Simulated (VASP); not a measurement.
Ir:

```xyz
8
Lattice="0.0000 3.8312 3.8312 3.8312 0.0000 3.8312 3.8312 3.8312 0.0000" Properties=species:S:1:pos:R:3 pbc="T T T"
Ir    0.0000    0.0000    0.0000
Ir    1.9156    1.9156    0.0000
Ir    1.9156    0.0000    1.9156
Ir    3.8312    1.9156    1.9156
Ir    0.0000    1.9156    1.9156
Ir    1.9156    3.8312    1.9156
Ir    1.9156    1.9156    3.8312
Ir    3.8312    3.8312    3.8312
```

Base run:

* Program: VASP 6.6.1
* Functional: r2SCAN
* Potentials or basis: VASP PAW PBE potentials, release 64 (Ir)
* Cutoff: 520 eV
* k mesh: 8 × 8 × 8
* Occupations: fermi-dirac, width 0.05 eV
* Spin: no spin polarisation

Its results: band gap on the k mesh zero (band 36 reaches 11.24 eV, above the bottom of band 37 at 8.90 eV); pressure 6.9 GPa.

**Question.** The run is repeated on the same cell with these changes: functional from r2SCAN to PBEsol. What comes out?

**Answer.** Band gap on the k mesh zero (band 36 reaches 11.28 eV, above the bottom of band 37 at 8.97 eV); pressure 1.0 GPa.

Caveats: the PAW data sets were made with another functional, which shifts forces and pressure a little; spin-orbit coupling is left out, which moves the levels of the heavy elements.
